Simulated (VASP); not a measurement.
**As: single point with r2SCAN+rVV10**

The system is As.

```
As
1.0
     1.88080    1.08588    3.51406
    -1.88080    1.08588    3.51406
     0.00000   -2.17176    3.51406
As
2
Direct
  0.22600 0.22600 0.22600
  0.77400 0.77400 0.77400
```

```yaml
Program: VASP 6.6.1
Task: single point
Functional: r2SCAN
Dispersion: rVV10
Potentials_or_basis: VASP PAW PBE potentials, release 64 (As)
Cutoff: 520 eV
k_mesh: 9 × 9 × 9
Occupations: methfessel-paxton, width 0.15 eV
Spin: collinear spin
Starting_moments: "[0.5, -0.25] μB"
Dipole_correction: no
Further_INCAR_settings: ALGO = Normal; EDIFF = 1e-07; NBANDS = 16
```

The pressure is 1.3 GPa, the largest force is 0.230 eV/Å and the band gap on the k mesh is zero (filled and empty bands overlap). The net moment is 0.00 μB per cell. The valence electrons inside the program's atomic spheres are As 2.74.

Forces on the atoms (eV/Å):
```
As   0.000  0.000  0.230
As   0.000  0.000 -0.230
```

Stress tensor (GPa, compression positive):
```
1.18 0.00 0.00
0.00 1.18 0.00
0.00 0.00 1.51
```

Levels at points of the mesh, in eV from the Fermi level:
Spin up:
| k point | band 2 | band 3 | band 4 | band 5 | band 6 | band 7 | band 8 | band 9 |
| --- | --- | --- | --- | --- | --- | --- | --- | --- |
| (0.00, 0.00, 0.00) | -6.00 | -2.76 | -2.35 | -2.35 | 1.60 | 2.91 | 2.91 | 7.19 |
Spin down:
```
           k point  band 3  band 4  band 5  band 6  band 7  band 8
(0.00, 0.00, 0.00)   -2.76   -2.35   -2.35    1.60    2.91    2.91
```

Run time: 9.1 min on 1 thread of AMD EPYC 7R43 64-Core Processor (Zen 3), on a shared host, peak memory 0.37 GiB.

Caveat: the PAW data sets were made with another functional, which shifts forces and pressure a little.
